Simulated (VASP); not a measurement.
Crystal: GeCN2.

```
Ge N C
1.0
     1.79379    1.03565    4.92196
    -1.79379    1.03565    4.92196
     0.00000   -2.07129    4.92196
Ge N C
1 2 1
Direct
  0.00000 0.00000 0.00000
  0.58390 0.58390 0.58390
  0.41610 0.41610 0.41610
  0.50000 0.50000 0.50000
```

- Program: VASP 6.6.1
- Task: relaxation of cell and atoms
- Functional: PBEsol
- Potentials or basis: VASP PAW PBE potentials, release 64 (Ge_d, N, C)
- Cutoff: 600 eV
- k mesh: 9 × 9 × 9
- Occupations: fermi-dirac, width 0.05 eV
- Spin: no spin polarisation

At the start: pressure -3.3 GPa; volume 13.72 Å³/atom.

Question: Where does the relaxation end?

Answer: Over 17 steps the energy falls by 8.8 meV/atom and the volume is 12.95 Å³/atom (-5.6 %); space group R-3m (No. 166, to 0.05 Å).

Step by step:
```tsv
step	energy change (eV)	largest force (eV/Å)	pressure (GPa)	volume (Å³)
1	0.0000	0.1846	-3.30	54.86
2	-0.0284	0.4667	0.30	52.65
3	-0.0291	0.5156	0.70	52.27
4	-0.0172	1.1364	-1.91	51.46
5	-0.0336	0.0703	0.12	52.00
6	-0.0336	0.0523	-0.08	52.01
7	-0.0340	0.0433	0.01	51.99
8	-0.0349	0.0130	-0.12	51.92
9	-0.0350	0.0502	-0.11	51.79
10	-0.0352	0.0249	-0.02	51.84
11	-0.0351	0.1041	-0.35	51.83
12	-0.0352	0.0005	-0.16	51.84
13	-0.0352	0.0256	-0.07	51.80
14	-0.0352	0.0164	-0.16	51.82
15	-0.0352	0.0201	-0.10	51.81
16	-0.0353	0.0176	0.02	51.78
17	-0.0353	0.0062	-0.06	51.79
```

Final structure:
```
Ge N C
1.0
     1.74824    1.00935    4.89165
    -1.74824    1.00935    4.89165
     0.00000   -2.01869    4.89165
Ge N C
1 2 1
Cartesian
  0.0000 0.0000 0.0000
  0.0000 0.0000 8.5766
  0.0000 0.0000 6.0984
  0.0000 0.0000 7.3375
```

Caveat: the PAW data sets were made with another functional, which shifts forces and pressure a little.
